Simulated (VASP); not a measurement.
Input of a VASP 6.6.1 run:

Contents of INCAR:

```
PREC     = Accurate       # precision mode
ENCUT    = 520            # plane-wave cutoff, eV
EDIFF    = 1E-8           # SCF threshold, eV
ISMEAR   = -1             # smearing method
SIGMA    = 0.15           # smearing width, eV
LREAL    = False          # projectors in reciprocal space
LASPH    = True           # aspherical terms in the spheres
NELM     = 60             # most SCF steps
ALGO     = Normal         # electronic algorithm
ISIF     = 2              # what is computed and relaxed
LWAVE    = False          # write WAVECAR
LCHARG   = False          # write CHGCAR
GGA      = PE             # functional
NBANDS   = 14             # bands
IBRION   = 8              # ionic algorithm
NSW      = 1              # ionic steps
```

The input KPOINTS:

```
regular mesh
0
Gamma
  16 16 16
```

File POSCAR:

```
HfN
1.0
    0.0000000000      2.2631927098      2.2631927098
    2.2631927098      0.0000000000      2.2631927098
    2.2631927098      2.2631927098      0.0000000000
Hf N
1 1
Direct
    0.0000000000      0.0000000000      0.0000000000
    0.5000000000      0.5000000000      0.5000000000
```

Potentials or basis: VASP PAW PBE potentials, release 64 (Hf_pv, N).

The run is started by

```console
$ cat potpaw_PBE.64/Hf_pv/POTCAR potpaw_PBE.64/N/POTCAR > POTCAR
$ mpirun -np 1 vasp_std > vasp.out
```

What does it give for the highest phonon frequency at Γ?

492 cm⁻¹.

Phonon frequencies in cm⁻¹ (negative: imaginary):
```csv
q point,frequencies
"(0.000, 0.000, 0.000)",0 0 0 492 492 492
```

Caveat: the cell stands under pressure or tension, which shifts response properties.
